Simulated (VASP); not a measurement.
N: single point with PBE

The system is N.

```
N
1.0
     2.51947    0.00000    0.00000
    -1.25974    2.18193    0.00000
     0.00000    0.00000    2.44600
N
2
Direct
  0.33333 0.66667 0.75000
  0.66667 0.33333 0.25000
```

```
Program             : VASP 6.6.1
Task                : single point
Functional          : PBE
Potentials or basis : VASP PAW PBE potentials, release 64 (N)
Cutoff              : 520 eV
k mesh              : 9 × 9 × 8
Occupations         : fermi-dirac, width 0.1 eV
Spin                : no spin polarisation
```

```
Pressure               : 9.3 GPa
Band gap on the k mesh : zero (bands 5 and 6 overlap by 4.68 eV)
```

Stress tensor (GPa, compression positive):
```
12.71  0.00  0.00
 0.00 12.71  0.00
 0.00  0.00  2.58
```

Levels at points of the mesh, in eV from the Fermi level:
```tsv
k point	band 3	band 4	band 5	band 6	band 7	band 8
(0.00, 0.00, 0.00)	-4.80	-2.37	-2.37	2.81	2.81	6.13
(0.00, 0.00, 0.50)	0.56	0.56	0.56	0.56	2.05	2.05
```

Wall time 13 s on 1 thread of Intel Xeon 8259CL (shared host), peak memory 0.12 GiB.

Caveat: the cell stands under pressure.
